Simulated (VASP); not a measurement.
## Al3Ni3F: single point with PBEsol

The system is Al3Ni3F, a slab with vacuum.

```
Ni Al F
1.0
     2.86217    0.00000    0.00000
     0.00000    2.86217    0.00000
     0.00000    0.00000   26.15541
Ni Al F
3 3 1
Cartesian
  1.4311 1.4311 8.5000
  1.4311 1.4311 11.3622
  1.4311 1.4311 14.1820
  0.0000 0.0000 9.9311
  0.0000 0.0000 12.7642
  0.0000 0.0000 15.6245
  0.0000 0.0000 17.2592
```

| Item | Value |
| --- | --- |
| Program | VASP 6.6.1 |
| Task | single point |
| Functional | PBEsol |
| Potentials or basis | VASP PAW PBE potentials, release 64 (Ni, Al, F) |
| Cutoff | 520 eV |
| k mesh | 10 × 10 × 1 |
| Occupations | gaussian, width 0.1 eV |
| Spin | no spin polarisation |

```json
{"Largest force": "1.072 eV/Å", "Band gap on the k mesh": "zero (band 23 reaches -0.34 eV, above the bottom of band 24 at -1.62 eV)"}
```

Forces in eV/Å, atoms in the order of the input:
```
Ni   0.000  0.000  0.726
Ni   0.000  0.000  0.334
Ni   0.000  0.000  0.003
Al   0.000  0.000 -1.072
Al   0.000  0.000  0.000
Al   0.000  0.000 -0.217
F    0.000  0.000  0.226
```

Levels at points of the mesh, in eV from the Fermi level:
```tsv
k point	band 20	band 21	band 22	band 23	band 24	band 25	band 26	band 27
(0.00, 0.00, 0.00)	-0.86	-0.86	-0.64	-0.53	0.56	2.83	4.80	5.61
(0.50, 0.00, 0.00)	-1.06	-0.75	-0.73	-0.72	-0.55	-0.17	2.22	2.93
(0.50, 0.50, 0.00)	-0.82	-0.15	0.27	0.27	1.60	2.11	2.53	2.53
```

Wall time 10 min on 1 thread of Intel Xeon 8259CL, with other jobs on the host, peak memory 0.4 GiB.

Caveat: the PAW data sets were made with another functional, which shifts forces and pressure a little; the run has no spin polarisation, though such a crystal can be magnetic. Spin polarisation is off, so any magnetic state and its effect on volume and gap are missing.
